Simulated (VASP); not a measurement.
Runs of VASP 6.6.1 on Sc3Ga2As. The structure is that of space group P4/mmm (No. 123), or close to it. The cells are those of the table. 

| task | cell | k mesh | cutoff (eV) | gap on the mesh (eV) | pressure (GPa) | largest force (eV/Å) |
| --- | --- | --- | --- | --- | --- | --- |
| single point | a = 3.287, b = 3.287, c = 10.074 Å, 6 atoms | 6 × 6 × 2 | 520 | none | 6.5 | (b) |
| single point | a = 3.483, b = 3.483, c = 9.464 Å, 6 atoms | 10 × 10 × 4 | 520 | none | 0.2 | (a) |
| single point | a = 3.511, b = 3.511, c = 9.324 Å, 6 atoms | 6 × 6 × 2 | 520 | none | 0.3 | 0.05 |
| relaxation of cell and atoms | relaxed from a = 3.287, b = 3.287, c = 10.074 Å, 6 atoms | 6 × 6 × 2 | 600 | none | 0.1 | 0.03 |

Alike in all rows: level PBE; potentials or basis VASP PAW PBE potentials, release 64 (Sc_sv, Ga_d, As); no spin polarisation; smearing gaussian 0.1 eV.

Question: Estimate the missing entries.

Answer: (a) 0.02; (b) 1.24.

Caveats: forces of over 1 eV/Å act on the atoms, so gaps and moduli don't describe the material at rest (some runs).

A k mesh can miss the band edges, and the runs leave out spin-orbit coupling on As, Ga.

A gap of «none» marks levels without a gap at the run's occupations.
